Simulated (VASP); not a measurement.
# Ta4C3 (Cm) in VASP: notebook

Runs on Ta4C3. Level: PBEsol. Tasks: single point.

Everything below comes from runs of VASP 6.6.1. Logs are shortened: lines on timing, memory, paths and dates and some standing lists are left out, and cuts for length are marked.

## Step 1: The cell of the first run

It takes space group Cm (No. 8, monoclinic). The conventional cell has a = 5.375 Å, b = 3.103 Å, c = 10.204 Å, α = 90.00°, β = 95.04°, γ = 90.00°. Ta (site symmetry m) has 6 C at 2.24 to 2.25 Å and 10 Ta at 2.66 to 3.22 Å within 3.3 Å. Within 2.7 Å of Ta (site symmetry m) lie 2 C at 1.94 Å and 1 Ta at 2.66 Å. Ta (site symmetry m) has 3 C at 2.17 Å within 2.9 Å. Within 2.9 Å of Ta (site symmetry m) lie 6 C at 2.19 to 2.22 Å. C (site symmetry m) has 6 Ta at 2.17 to 2.19 Å within 2.9 Å. C (site symmetry m) has 5 Ta at 1.94 to 2.24 Å and 1 C at 2.70 Å within 2.7 Å. C (site symmetry m) has 6 Ta at 2.22 to 2.25 Å and 1 C at 2.70 Å within 2.9 Å.

## Step 2: Single point, PBEsol

INCAR reads:

```
PREC     = Accurate       # precision mode
ENCUT    = 520            # plane-wave cutoff, eV
EDIFF    = 1E-6           # SCF threshold, eV
ISMEAR   = 0              # smearing method
SIGMA    = 0.15           # smearing width, eV
LREAL    = F              # projectors in reciprocal space
LASPH    = T              # aspherical terms in the spheres
NELM     = 80             # most SCF steps
ALGO     = Normal         # electronic algorithm
ISIF     = 2              # what is computed and relaxed
LWAVE    = F              # write WAVECAR
LCHARG   = F              # write CHGCAR
GGA      = PS             # functional
NBANDS   = 37             # bands
```

KPOINTS reads:

```
regular mesh
0
Gamma
  14 14 4
```

POSCAR reads:

```
Ta4C3
1.0
   -3.1032734570      0.0000000000      0.0000000000
   -1.5516367285     -2.6875136487      0.0000000000
    0.7756632006      0.4478293577     10.1645109918
Ta C
4 3
Direct
    0.3418047909      0.3418047909      0.1893666186
    0.4673243791      0.4673243791      0.9426348013
    0.0932441113      0.0932441113      0.6981042887
    0.7189753041      0.7189753041      0.4524423133
    0.4064025183      0.4064025183      0.5770305159
    0.9864649609      0.9864649609      0.0573012258
    0.0307176154      0.0307176154      0.3228702664
```

Potentials or basis: VASP PAW PBE potentials, release 64 (Ta_pv, C).

Command:

```bash
cat potpaw_PBE.64/Ta_pv/POTCAR potpaw_PBE.64/C/POTCAR > POTCAR
mpirun -np 1 vasp_std > vasp.out
```

OUTCAR:

```text
PREC = Accurate
   ENCUT = 520
   EDIFF = 1E-6
   ISMEAR = 0
   LREAL = F
   LASPH = T
   NELM = 80
   ISIF = 2
   GGA = PS

 ion  position               nearest neighbor table
   1  0.342  0.342  0.189-   6 2.24   6 2.24   6 2.24   7 2.25   7 2.25   7 2.25   2 2.66   4 3.22
                             4 3.22   4 3.22   2 3.45   2 3.45
   2  0.467  0.467  0.943-   6 1.94   6 1.94   1 2.66   3 3.06   3 3.06   3 3.06   1 3.45   1 3.45

   3  0.093  0.093  0.698-   5 2.17   5 2.17   5 2.17   2 3.06   2 3.06   2 3.06   4 3.07   4 3.07
                             4 3.07
   4  0.719  0.719  0.452-   5 2.19   5 2.19   5 2.19   7 2.22   7 2.22   7 2.22   3 3.07   3 3.07
                             3 3.07   1 3.22   1 3.22   1 3.22
   5  0.406  0.406  0.577-   3 2.17   3 2.17   3 2.17   4 2.19   4 2.19   4 2.19
   6  0.986  0.986  0.057-   2 1.94   2 1.94   1 2.24   1 2.24   1 2.24
   7  0.031  0.031  0.323-   4 2.22   4 2.22   4 2.22   1 2.25   1 2.25   1 2.25

  LATTYP: Found a base centered monoclinic cell.
 ALAT       =     5.3750272973
 B/A-ratio  =     0.5773502692
 C/A-ratio  =     1.8983895660
 COS(beta)  =    -0.0877761532

  Lattice vectors:

 A1 = (  -3.1032734570,   0.0000000000,   0.0000000000)
 A2 = (  -1.5516367285,  -2.6875136487,   0.0000000000)
 A3 = (   0.7756632006,   0.4478293577,  10.1645109918)

Analysis of symmetry for initial positions (statically):
=====================================================================
 Subroutine PRICEL returns:
 Original cell was already a primitive cell.

 Routine SETGRP: Setting up the symmetry group for a
 base centered monoclinic supercell.

 Subroutine GETGRP returns: Found  2 space group operations
 (whereof  2 operations were pure point group operations)
 out of a pool of  4 trial point group operations.

The static configuration has the point symmetry C_1h.

Analysis of symmetry for dynamics (positions and initial velocities):
=====================================================================
 Subroutine PRICEL returns:
 Original cell was already a primitive cell.

 Routine SETGRP: Setting up the symmetry group for a
 base centered monoclinic supercell.

 Subroutine GETGRP returns: Found  2 space group operations
 (whereof  2 operations were pure point group operations)
 out of a pool of  4 trial point group operations.

The dynamic configuration has the point symmetry C_1h.

 Subroutine INISYM returns: Found  2 space group operations
 (whereof  2 operations are pure point group operations),
 and found     1 'primitive' translations

----------------------------------------------------------------------------------------

                                     Primitive cell

  volume of cell :      84.7729

  direct lattice vectors                    reciprocal lattice vectors
    -3.103273457  0.000000000  0.000000000    -0.322240374  0.186045567  0.016393640
    -1.551636728 -2.687513649  0.000000000     0.000000000 -0.372091134  0.016393640
     0.775663201  0.447829358 10.164510992     0.000000000  0.000000000  0.098381516

  length of vectors
     3.103273457  3.103273457 10.203895738     0.372452095  0.372452095  0.098381516

  position of ions in fractional coordinates (direct lattice)
     0.341804791  0.341804791  0.189366619
     0.467324379  0.467324379  0.942634801
     0.093244111  0.093244111  0.698104289
     0.718975304  0.718975304  0.452442313
     0.406402518  0.406402518  0.577030516
     0.986464961  0.986464961  0.057301226
     0.030717615  0.030717615  0.322870266

  ion indices of the primitive-cell ions
   primitive index   ion index
                 1           1
                 2           2
                 3           3
                 4           4
                 5           5
                 6           6
                 7           7

----------------------------------------------------------------------------------------

 KPOINTS: regular mesh

Automatic generation of k-mesh.
 Grid dimensions read from file:
 generate k-points for:   14   14    4

 Generating k-lattice:

  Cartesian coordinates                     Fractional coordinates (reciprocal lattice)
    -0.023017170  0.013288969  0.001170974     0.071428571  0.000000000  0.000000000
     0.000000000 -0.026577938  0.001170974     0.000000000  0.071428571  0.000000000
     0.000000000  0.000000000  0.024595379     0.000000000  0.000000000  0.250000000

  Length of vectors
     0.026603721  0.026603721  0.024595379

  Shift w.r.t. Gamma in fractional coordinates (k-lattice)
     0.000000000  0.000000000  0.000000000

 Subroutine IBZKPT returns following result:
 ===========================================

 Found    219 irreducible k-points:

 Following reciprocal coordinates:
            Coordinates               Weight
  0.000000  0.000000  0.000000      1.000000
  0.071429  0.000000  0.000000      4.000000
  0.142857  0.000000 -0.000000      4.000000
  0.214286 -0.000000  0.000000      4.000000
  0.285714  0.000000  0.000000      4.000000
  0.357143  0.000000  0.000000      4.000000
[... 16 lines left out ...]
  0.214286  0.142857  0.000000      4.000000
  0.285714  0.142857  0.000000      4.000000
 [... further k-points ...]
   k-points           NKPTS =    219   k-points in BZ     NKDIM =    219   number of bands    NBANDS=     37
   number of dos      NEDOS =    301   number of ions     NIONS =      7
   total plane-waves  NPLWV =  46080
   dimension x,y,z NGX =    24 NGY =   24 NGZ =   80
   dimension x,y,z NGXF=    48 NGYF=   48 NGZF=  160
   ions per type =               4   3
   NGX,Y,Z   is equivalent  to a cutoff of  12.86, 12.86, 13.03 a.u.
   NGXF,Y,Z  is equivalent  to a cutoff of  25.71, 25.71, 26.07 a.u.
 SYSTEM =  unknown system
   PREC   = accura    normal or accurate (medium, high low for compatibility)
   ISTART =      0    job   : 0-new  1-cont  2-samecut
   ICHARG =      2    charge: 1-file 2-atom 10-const
   ISPIN  =      1    spin polarized calculation?
   LNONCOLLINEAR =      F non collinear calculations
   LSORBIT =      F    spin-orbit coupling
   LASPH  =      T    aspherical Exc in radial PAW
   ENCUT  =  520.0 eV  38.22 Ry    6.18 a.u.   5.77  5.77 18.97*2*pi/ulx,y,z
   NELM   =     80;   NELMIN=  2; NELMDL= -5     # of ELM steps
   EDIFF  = 0.1E-05   stopping-criterion for ELM
   LREAL  =      F    real-space projection
   EDIFFG = 0.1E-04   stopping-criterion for IOM
   NSW    =      0    number of steps for IOM
   IBRION =     -1    ionic relax: 0-MD 1-quasi-New 2-CG
   NFREE  =      0    steps in history (QN), initial steepest desc. (CG)
   ISIF   =      2    stress and relaxation
   ISYM   =      2    0-nonsym 1-usesym 2-fastsym
   POTIM  = 0.5000    time-step for ionic-motion
   TEBEG  =    0.0;   TEEND  =   0.0 temperature during run
   PSTRESS=    0.0 pullay stress
   NELECT =      56.0000    total number of electrons
   NUPDOWN=      -1.0000    fix difference up-down
   EMIN   =  10.00;   EMAX   =-10.00  energy-range for DOS
   EFERMI =   0.00;   METHOD = LEGACY
   ISMEAR =     0;   SIGMA  =   0.15  broadening in eV -4-tet -1-fermi 0-gaus
   EFERMI_NEDOS =   21; number of points for ismear=-14 and -15
   IALGO  =     38    algorithm
   IMIX   =      4    mixing-type and parameters
     AMIX     =   0.40;   BMIX     =  1.00
     AMIX_MAG =   1.60;   BMIX_MAG =  1.00
  volume/ion in A,a.u.               =      12.11        81.73
  Fermi-wavevector in a.u.,A,eV,Ry     =   1.425778  2.694329 27.658489  2.032842
  Thomas-Fermi vector in A             =   2.546125
   LORBIT       =      0    0 simple, 1 ext, 2 COOP (PROOUT), +10 PAW based schemes
   GGA     = PS    functional components
   LHFCALC =     F    Hartree Fock is set to
   AEXX    =    0.0000 exact exchange contribution
   IVDW    =     0    specifies the selected vdW correction
   LEPSILON=     F    determine dielectric tensor
   LRPA    =     F    only Hartree local field effects (RPA)
 non-spin polarized calculation
 Gauss-broadening in eV      SIGMA  =   0.15
  energy-cutoff  :      520.00
  volume of cell :       84.77
 maximum number of plane-waves:      2302
   NGX = 11   NGY = 11   NGZ = 37

 number of electron      56.0000001 magnetization

 Free energy of the ion-electron system (eV)
  ---------------------------------------------------
  ext. energy  EPLUGINS =         0.00000000
  ---------------------------------------------------
  free energy    TOTEN  =       -81.58047257 eV

  energy without entropy =      -81.56061089  energy(sigma->0) =      -81.57054173

 E-fermi :   7.2595     XC(G=0): -13.1219

 val. band max:        7.2512209622   @ k =  -0.4286   0.2857   0.2500
 cond. band min:       7.2615463171   @ k =  -0.0714  -0.2143   0.2500
 fundamental gap:      0.0103253549
 Fermi energy:         7.2594902574

 k-point     1 :       0.0000    0.0000    0.0000
  band No.  band energies     occupation
      1     -27.9997      2.00000
      2     -27.6234      2.00000
      3     -27.4984      2.00000
      4     -27.4936      2.00000
      5     -27.1203      2.00000
      6     -27.0523      2.00000
[... 29 lines left out ...]
     36       9.8854      0.00000
     37      10.3265      0.00000

 k-point     2 :       0.0714    0.0000    0.0000
  band No.  band energies     occupation
      1     -27.9899      2.00000
      2     -27.6224      2.00000
      3     -27.5285      2.00000
      4     -27.5046      2.00000
      5     -27.1241      2.00000
      6     -27.0580      2.00000
[... 29 lines left out ...]
     36      10.0424      0.00000
     37      10.5410      0.00000
[... 838 lines left out ...]
     36      10.5544      0.00000
     37      10.9090      0.00000

 k-point    24 :       0.2857    0.1429    0.0000
  band No.  band energies     occupation
      1     -27.9039      2.00000
      2     -27.8180      2.00000
      3     -27.6184      2.00000
      4     -27.5744      2.00000
      5     -27.3429      2.00000
      6     -27.1448      2.00000
[... 29 lines left out ...]
     36      10.8583      0.00000
     37      11.4891      0.00000

 [... further k-points ...]

------------------------ aborting loop because EDIFF is reached ----------------------------------------

  FORCE on cell =-STRESS in cart. coord.  units (eV):
  Direction    XX          YY          ZZ          XY          YZ          ZX
  --------------------------------------------------------------------------------------
  -------------------------------------------------------------------------------------
  Total        1.7587886      3.7304523      9.9107325     -1.7075108      1.5652499      2.7110929
  in kB       33.2404592     70.5041785    187.3092048    -32.2713276     29.5826478     51.2386603
  external PRESSURE =      97.0179475 kB  Pullay stress =       0.0000000 kB

 VOLUME and BASIS-vectors are now :
 -----------------------------------------------------------------------------
  energy-cutoff  :      520.00
  volume of cell :       84.77
      direct lattice vectors                 reciprocal lattice vectors
    -3.103273457  0.000000000  0.000000000    -0.322240374  0.186045567  0.016393640
    -1.551636728 -2.687513649  0.000000000     0.000000000 -0.372091134  0.016393640
     0.775663201  0.447829358 10.164510992     0.000000000  0.000000000  0.098381516

 POSITION                                       TOTAL-FORCE (eV/Angst)
 -----------------------------------------------------------------------------------
     -1.44419     -0.83380      1.92482         0.216502      0.124997      3.082004
     -1.44419     -0.83380      9.58142        -1.426126     -0.823374     -5.598997
      0.10745      0.06204      7.09589        -0.306146     -0.176753     -0.125292
     -2.99582     -1.72964      4.59885         0.056729      0.032753     -0.265828
     -1.44419     -0.83380      5.86523         0.004524      0.002612      0.166435
     -4.54746     -2.62548      0.58244         1.449357      0.836787      2.853280
      0.10745      0.06204      3.28182         0.005160      0.002979     -0.111603
 -----------------------------------------------------------------------------------
    total drift:                                0.000045      0.000026     -0.000356

  FREE ENERGIE OF THE ION-ELECTRON SYSTEM (eV)
  ---------------------------------------------------
  free  energy   TOTEN  =       -81.5804725679 eV

  energy  without entropy=      -81.5606108947  energy(sigma->0) =      -81.57054173
```

Wall time 4.2 min (1 thread of Intel Xeon 6975P-C (Granite Rapids), shared host); peak memory 0.59 GiB.

Results:

- Free energy: -81.5805 eV
- Pressure: 9.7 GPa
- Largest force: 5.836 eV/Å
- Band gap on the k mesh: zero (bands 28 and 29 overlap by 0.67 eV)

Forces on the atoms (eV/Å):
```
Ta   0.217  0.125  3.082
Ta  -1.426 -0.823 -5.599
Ta  -0.306 -0.177 -0.125
Ta   0.057  0.033 -0.266
C    0.005  0.003  0.166
C    1.449  0.837  2.853
C    0.005  0.003 -0.112
```

Caveat: the cell stands under pressure; the PAW data sets were made with another functional, which shifts forces and pressure a little; spin-orbit coupling is left out, which moves the levels of the heavy elements.

## Step 3: Single point, PBEsol

INCAR reads:

```
PREC = Accurate
ENCUT = 520
EDIFF = 1E-6
ISMEAR = 0
SIGMA = 0.15
LREAL = F
LASPH = T
NELM = 60
ALGO = Normal
ISIF = 2
LWAVE = F
LCHARG = F
GGA = PS
NBANDS = 37
```

KPOINTS is that of step 2.

POSCAR reads:

```
Ta4C3
1.0
   -3.1032734570      0.0000000000      0.0000000000
   -1.5516367285     -2.6875136487      0.0000000000
   -0.7758183643     -0.4479189414     10.1645109918
Ta C
4 3
Direct
    0.2786888969      0.2786888969      0.1893666186
    0.1531441998      0.1531441998      0.9426348013
   -0.1394340481     -0.1394340481      0.6981042887
    0.5681762811      0.5681762811      0.4524423133
    0.2140782474      0.2140782474      0.5770305159
    0.9673664624      0.9673664624      0.0573012258
   -0.0768950444     -0.0768950444      0.3228702664
```

Potentials or basis: VASP PAW PBE potentials, release 64 (Ta_pv, C).

Command:

```bash
cat potpaw_PBE.64/Ta_pv/POTCAR potpaw_PBE.64/C/POTCAR > POTCAR
mpirun -np 1 vasp_std > vasp.out
```

Run time: 5.6 min. Hardware: 1 thread of Intel Xeon 6975P-C (Granite Rapids), shared host; peak memory 0.59 GiB.

It converged, with:

* Free energy: -75.0327 eV
* Pressure: 34.8 GPa
* Largest force: 35.797 eV/Å
* Band gap on the k mesh: zero (bands 28 and 29 overlap by 0.55 eV)

Forces on the atoms (eV/Å):
```
Ta   -0.650  -0.376   3.562
Ta  -17.940 -10.358 -29.194
Ta    0.046   0.027  -0.006
Ta    0.033   0.019  -0.377
C    -0.074  -0.043   0.301
C    18.816  10.863  25.994
C    -0.230  -0.133  -0.280
```

Stress tensor (GPa, compression positive):
```
26.61 15.22 36.28
15.22  9.04 20.95
36.28 20.95 68.89
```

Levels at points of the mesh, in eV from the Fermi level:
```
           k point  band 25  band 26  band 27  band 28  band 29  band 30  band 31  band 32
(0.00, 0.00, 0.00)    -2.20    -1.60    -0.50    -0.44     0.13     0.67     0.95     1.04
(0.50, 0.00, 0.00)    -2.61    -1.43    -0.84     0.09     1.55     1.77     2.50     3.40
(0.50, 0.50, 0.00)    -2.47    -2.07    -1.37    -0.30     1.58     2.47     2.72     3.43
(0.00, 0.00, 0.50)    -2.21    -1.57    -0.47    -0.47     0.54     0.71     0.85     1.29
(0.50, 0.00, 0.50)    -2.56    -1.54    -0.45    -0.19     1.26     2.28     2.60     3.36
(0.50, 0.50, 0.50)    -2.40    -2.31    -1.31     0.09     1.55     2.25     2.50     3.60
```

Caveat: atoms lie so close that the PAW spheres overlap strongly, which falsifies energies and pressures; the cell stands under pressure; the PAW data sets were made with another functional, which shifts forces and pressure a little; spin-orbit coupling is left out, which moves the levels of the heavy elements.

(Part 1 of 2 ends here.)
